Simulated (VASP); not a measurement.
# TaN (P6_3mc) in VASP: further runs, part 2 of 2

VASP 6.6.1. The steps go on from the part before.

## (6) Single point, PBE

This run uses another cell than the first one, of 13.13 Å³/atom.

Input file INCAR:

```
SYSTEM = TaN
PREC = Accurate
ENCUT = 520
EDIFF = 1E-6
ISMEAR = 0
SIGMA = 0.1
LREAL = .FALSE.
LASPH = .TRUE.
NELM = 60
ALGO = Normal
ISIF = 2
LWAVE = .FALSE.
LCHARG = .FALSE.
GGA = PE
NBANDS = 24
```

Input file KPOINTS:

```
regular mesh
0
G
  18 18 8
  0 0 0
```

Input file POSCAR:

```
TaN
1.0
    3.1519905574      0.0000000000      0.0000000000
   -1.5759952787      2.7297038952      0.0000000000
    0.0000000000      0.0000000000      6.1043197512
Ta N
2 2
Direct
    0.3333333333      0.6666666667      0.0280211558
    0.6666666667      0.3333333333      0.5280211558
    0.3333333333      0.6666666667      0.3519788442
    0.6666666667      0.3333333333      0.8519788442
```

Potentials or basis: VASP PAW PBE potentials, release 64 (Ta_pv, N).

Launch:

```
> cat potpaw_PBE.64/Ta_pv/POTCAR potpaw_PBE.64/N/POTCAR > POTCAR
> mpirun -np 1 vasp_std > vasp.out
```

OUTCAR:

```text
SYSTEM = TaN
   PREC = Accurate
   ENCUT = 520
   EDIFF = 1E-6
   ISMEAR = 0
   LREAL = .FALSE.
   LASPH = .TRUE.
   NELM = 60
   ISIF = 2
   GGA = PE

 ion  position               nearest neighbor table
   1  0.333  0.667  0.028-   3 1.98   4 2.11   4 2.11   4 2.11   2 3.55   2 3.55   2 3.55   2 3.55
                             2 3.55   2 3.55
   2  0.667  0.333  0.528-   4 1.98   3 2.11   3 2.11   3 2.11   1 3.55   1 3.55   1 3.55   1 3.55
                             1 3.55   1 3.55
   3  0.333  0.667  0.352-   1 1.98   2 2.11   2 2.11   2 2.11
   4  0.667  0.333  0.852-   2 1.98   1 2.11   1 2.11   1 2.11

  LATTYP: Found a hexagonal cell.
 ALAT       =     3.1519905574
 C/A-ratio  =     1.9366554690

  Lattice vectors:

 A1 = (   3.1519905574,   0.0000000000,   0.0000000000)
 A2 = (  -1.5759952787,   2.7297038952,   0.0000000000)
 A3 = (   0.0000000000,   0.0000000000,   6.1043197512)

Analysis of symmetry for initial positions (statically):
=====================================================================
 Subroutine PRICEL returns:
 Original cell was already a primitive cell.

 Routine SETGRP: Setting up the symmetry group for a
 hexagonal supercell.

 Subroutine GETGRP returns: Found 12 space group operations
 (whereof  6 operations were pure point group operations)
 out of a pool of 24 trial point group operations.

The static configuration has the point symmetry C_3v.
 The point group associated with its full space group is C_6v.

Analysis of symmetry for dynamics (positions and initial velocities):
=====================================================================
 Subroutine PRICEL returns:
 Original cell was already a primitive cell.

 Routine SETGRP: Setting up the symmetry group for a
 hexagonal supercell.

 Subroutine GETGRP returns: Found 12 space group operations
 (whereof  6 operations were pure point group operations)
 out of a pool of 24 trial point group operations.

The dynamic configuration has the point symmetry C_3v.
 The point group associated with its full space group is C_6v.

[... 123 lines left out ...]
  volume/ion in A,a.u.               =      13.13        88.61
  Fermi-wavevector in a.u.,A,eV,Ry     =   1.387860  2.622675 26.206926  1.926155
  Thomas-Fermi vector in A             =   2.512041
   LORBIT       =      0    0 simple, 1 ext, 2 COOP (PROOUT), +10 PAW based schemes
   GGA     = PE    functional components
   LHFCALC =     F    Hartree Fock is set to
   AEXX    =    0.0000 exact exchange contribution
   IVDW    =     0    specifies the selected vdW correction
   LEPSILON=     F    determine dielectric tensor
   LRPA    =     F    only Hartree local field effects (RPA)
 non-spin polarized calculation
 Gauss-broadening in eV      SIGMA  =   0.10
  energy-cutoff  :      520.00
  volume of cell :       52.52
 maximum number of plane-waves:      1431
 NGX is ok and might be reduce to    24
   NGX = 11   NGY = 11   NGZ = 23

 number of electron      31.9999997 magnetization

 Free energy of the ion-electron system (eV)
  ---------------------------------------------------
  ext. energy  EPLUGINS =         0.00000000
  ---------------------------------------------------
  free energy    TOTEN  =       -43.37819974 eV

  energy without entropy =      -43.37436141  energy(sigma->0) =      -43.37628058

 E-fermi :   6.4442     XC(G=0): -12.1015

 val. band max:        6.4023335400   @ k =   0.1111  -0.0000   0.1250
 cond. band min:       6.4479494521   @ k =   0.0556  -0.0000   0.0000
 fundamental gap:      0.0456159121
 Fermi energy:         6.4442369191

 k-point     1 :       0.0000    0.0000    0.0000
  band No.  band energies     occupation
      1     -29.1806      2.00000
      2     -28.8542      2.00000
      3     -28.6123      2.00000
      4     -28.6123      2.00000
      5     -28.5850      2.00000
      6     -28.5850      2.00000
[... 637 lines left out ...]
     23      11.6252      0.00000
     24      12.3980      0.00000

 [... further k-points ...]

------------------------ aborting loop because EDIFF is reached ----------------------------------------

  FORCE on cell =-STRESS in cart. coord.  units (eV):
  Direction    XX          YY          ZZ          XY          YZ          ZX
  --------------------------------------------------------------------------------------
  -------------------------------------------------------------------------------------
  Total        0.1210030      0.1210030      0.2906143     -0.0000000      0.0000000      0.0000000
  in kB        3.6912108      3.6912108      8.8652255     -0.0000000      0.0000000      0.0000000
  external PRESSURE =       5.4158824 kB  Pullay stress =       0.0000000 kB

 VOLUME and BASIS-vectors are now :
 -----------------------------------------------------------------------------
  energy-cutoff  :      520.00
  volume of cell :       52.52
      direct lattice vectors                 reciprocal lattice vectors
     3.151990557  0.000000000  0.000000000     0.317259834  0.183170050  0.000000000
    -1.575995279  2.729703895  0.000000000     0.000000000  0.366340101  0.000000000
     0.000000000  0.000000000  6.104319751     0.000000000  0.000000000  0.163818417

 POSITION                                       TOTAL-FORCE (eV/Angst)
 -----------------------------------------------------------------------------------
     -0.00000      1.81980      0.17105        -0.000000      0.000000     -0.020180
      1.57600      0.90990      3.22321         0.000000     -0.000000     -0.020180
     -0.00000      1.81980      2.14859         0.000000      0.000000      0.020180
      1.57600      0.90990      5.20075        -0.000000      0.000000      0.020180
 -----------------------------------------------------------------------------------
    total drift:                               -0.000000      0.000000     -0.000152

  FREE ENERGIE OF THE ION-ELECTRON SYSTEM (eV)
  ---------------------------------------------------
  free  energy   TOTEN  =       -43.3781997400 eV

  energy  without entropy=      -43.3743614102  energy(sigma->0) =      -43.37628058
```

OSZICAR:

```text
N       E                     dE             d eps       ncg     rms          rms(c)
DAV:   1     0.269858769133E+03    0.26986E+03   -0.17567E+04  8880   0.137E+03
DAV:   2    -0.361882954210E+02   -0.30605E+03   -0.29190E+03 10784   0.398E+02
DAV:   3    -0.500650802371E+02   -0.13877E+02   -0.13674E+02 11112   0.824E+01
DAV:   4    -0.502431429999E+02   -0.17806E+00   -0.17773E+00 10384   0.988E+00
DAV:   5    -0.502460080794E+02   -0.28651E-02   -0.28630E-02 11464   0.105E+00    0.333E+01
DAV:   6    -0.437406817234E+02    0.65053E+01   -0.31037E+01 10784   0.357E+01    0.130E+01
DAV:   7    -0.434359955479E+02    0.30469E+00   -0.18665E+00 10520   0.908E+00    0.893E+00
DAV:   8    -0.433859191875E+02    0.50076E-01   -0.24863E-01 11032   0.392E+00    0.140E+00
DAV:   9    -0.433782472502E+02    0.76719E-02   -0.24697E-02 10904   0.976E-01    0.222E-01
DAV:  10    -0.433782136760E+02    0.33574E-04   -0.14782E-03 10952   0.331E-01    0.780E-02
DAV:  11    -0.433781980592E+02    0.15617E-04   -0.11061E-04 10864   0.757E-02    0.138E-02
DAV:  12    -0.433781999177E+02   -0.18585E-05   -0.73145E-06 10400   0.212E-02    0.396E-03
DAV:  13    -0.433781997400E+02    0.17774E-06   -0.36271E-07  7168   0.496E-03
   1 F= -.43378200E+02 E0= -.43376281E+02  d E =-.383833E-02
```

stdout:

```text
POSCAR found type information on POSCAR TaN
 POSCAR found :  2 types and       4 ions
 scaLAPACK will be used
 LDA part: xc-table for (Slater+PW92), standard interpolation
 POSCAR, INCAR and KPOINTS ok, starting setup
 FFT: planning ... GRIDC
 FFT: planning ... GRID_SOFT
 FFT: planning ... GRID
 WAVECAR not read
 entering main loop
```

Wall time 1.8 min (1 thread of AMD EPYC 9R45 (Zen 5), shared host); peak memory 0.29 GiB.

What came out:

| Item | Value |
| --- | --- |
| Free energy | -43.3782 eV |
| Pressure | 0.5 GPa |
| Largest force | 0.020 eV/Å |
| Band gap on the k mesh | zero (bands 16 and 17 overlap by 0.43 eV) |

Forces on the atoms (eV/Å):
```
Ta   0.000  0.000 -0.020
Ta   0.000  0.000 -0.020
N    0.000  0.000  0.020
N    0.000  0.000  0.020
```

Stress tensor (GPa, compression positive):
```
0.37 0.00 0.00
0.00 0.37 0.00
0.00 0.00 0.89
```

Levels at points of the mesh, in eV from the Fermi level:
```tsv
k point	band 12	band 13	band 14	band 15	band 16	band 17	band 18	band 19	band 20	band 21
(0.00, 0.00, 0.00)	-5.33	-4.47	-4.47	-0.85	-0.70	0.14	0.14	2.17	2.17	2.75
(0.50, 0.00, 0.00)	-5.55	-4.76	-3.67	-2.28	-0.51	1.16	2.15	2.63	3.36	3.87
(0.00, 0.00, 0.50)	-4.95	-4.95	-4.95	0.19	0.19	0.96	0.96	0.96	0.96	4.61
(0.50, 0.00, 0.50)	-5.43	-4.75	-4.75	-0.93	-0.93	1.47	1.47	3.26	3.26	4.53
```

Caveat: spin-orbit coupling is left out, which moves the levels of the heavy elements.

## (7) Relaxation of cell and atoms, PBE

This run uses another cell than the first one, of 13.12 Å³/atom.

Input file INCAR:

```
SYSTEM = TaN
  PREC = Accurate
  ENCUT = 600
  EDIFF = 1E-6
  ISMEAR = 0
  SIGMA = 0.1
  LREAL = .FALSE.
  LASPH = .TRUE.
  NELM = 100
  ALGO = Normal
  ISIF = 3
  LWAVE = .FALSE.
  LCHARG = .FALSE.
  GGA = PE
  IBRION = 2
  NSW = 100
  EDIFFG = -0.005
```

KPOINTS is that of step 6.

Input file POSCAR:

```
TaN
1.0
    3.1504677610      0.0000000000      0.0000000000
   -1.5752338805      2.7283851148      0.0000000000
    0.0000000000      0.0000000000      6.1046116953
Ta N
2 2
Direct
    0.3333333333      0.6666666667      0.0281451412
    0.6666666667      0.3333333333      0.5281451412
    0.3333333333      0.6666666667      0.3518548588
    0.6666666667      0.3333333333      0.8518548588
```

Launch:

```
> cat potpaw_PBE.64/Ta_pv/POTCAR potpaw_PBE.64/N/POTCAR > POTCAR
> mpirun -np 1 vasp_std > vasp.out
```

Wall time 5.3 min (1 thread of AMD EPYC 9R45 (Zen 5), shared host); peak memory 0.33 GiB.

It converged, with:

- Free energy: -43.3820 eV
- Relaxed volume: 13.15 Å³/atom
- Relaxed cell: a = 3.152 Å, b = 3.152 Å, c = 6.112 Å, α = 90.00°, β = 90.00°, γ = 120.00°
- Space group after relaxing (to 0.1 Å): P6_3mc (No. 186)
- Energy gained by relaxing: 0.1 meV/atom
- Ionic steps: 3
- Pressure after relaxing: 0.0 GPa
- Band gap on the k mesh: zero (bands 16 and 17 overlap by 0.42 eV)

Stress tensor (GPa, compression positive):
```
 0.05  0.00  0.00
 0.00  0.05  0.00
 0.00  0.00 -0.03
```

Step by step:
| step | energy change (eV) | largest force (eV/Å) | pressure (GPa) | volume (Å³) |
| --- | --- | --- | --- | --- |
| 1 | 0.0000 | 0.0398 | 0.69 | 52.47 |
| 2 | 0.0018 | 0.0942 | -1.57 | 52.90 |
| 3 | -0.0004 | 0.0005 | 0.02 | 52.60 |

Final structure:
```
CELL_PARAMETERS angstrom
3.15217 0.00000 0.00000
-1.57608 2.72986 0.00000
0.00000 0.00000 6.11241
ATOMIC_POSITIONS crystal
Ta 0.33333 0.66667 0.02805
Ta 0.66667 0.33333 0.52805
N 0.33333 0.66667 0.35195
N 0.66667 0.33333 0.85195
```

Levels at points of the mesh, in eV from the Fermi level:
```csv
k point,band 13,band 14,band 15,band 16,band 17,band 18,band 19,band 20
"(0.00, 0.00, 0.00)",-4.46,-4.46,-0.85,-0.69,0.15,0.15,2.16,2.16
"(0.50, 0.00, 0.00)",-4.76,-3.66,-2.28,-0.51,1.16,2.14,2.63,3.36
"(0.00, 0.00, 0.50)",-4.93,-4.93,0.18,0.18,0.96,0.96,0.96,0.96
"(0.50, 0.00, 0.50)",-4.73,-4.73,-0.93,-0.93,1.47,1.47,3.26,3.26
```

Caveat: spin-orbit coupling is left out, which moves the levels of the heavy elements.

## (8) Summary

```tsv
task	spin	cell	k mesh	cutoff (eV)	gap on the mesh (eV)	pressure (GPa)	largest force (eV/Å)
single point	off	a = 3.079, b = 3.079, c = 4.936 Å, angles 90.0, 90.0, 120.0°, 4 atoms, atomic positions A	6 × 6 × 4	600	none	126.8	1.36
single point	off	a = 3.150, b = 3.150, c = 6.105 Å, angles 90.0, 90.0, 120.0°, 4 atoms, atomic positions B	6 × 6 × 4	600	none	0.5	0.02
relaxation of cell and atoms	off	relaxed from a = 3.079, b = 3.079, c = 4.936 Å, angles 90.0, 90.0, 120.0°, 4 atoms, atomic positions A	6 × 6 × 4	600	none	-0.5	0.04
single point	collinear	a = 3.079, b = 3.079, c = 4.936 Å, angles 90.0, 90.0, 120.0°, 4 atoms, atomic positions A	6 × 6 × 4	600	none	126.8	1.36
single point	off	a = 3.152, b = 3.152, c = 6.104 Å, angles 90.0, 90.0, 120.0°, 4 atoms, atomic positions B	18 × 18 × 8	520	none	0.5	0.02
relaxation of cell and atoms	off	relaxed from a = 3.150, b = 3.150, c = 6.105 Å, angles 90.0, 90.0, 120.0°, 4 atoms, atomic positions B	18 × 18 × 8	600	none	0.0	-
```

Alike in all rows: level PBE; potentials or basis VASP PAW PBE potentials, release 64 (Ta_pv, N); smearing gaussian 0.1 eV.

Caveats: some runs use coarse meshes; spin-orbit coupling is left out, which moves the levels of the heavy elements; forces of over 1 eV/Å act on the atoms, so gaps and moduli don't describe the material at rest (at least some runs); the volume moved by over 15 % at a fixed basis, so the end points are rough (at least some runs); the relaxation stopped at a loose force limit of 0.05 eV/Å, so its end isn't a converged minimum (at least some runs).

Absolute energies hang on the potentials; compare differences alone.
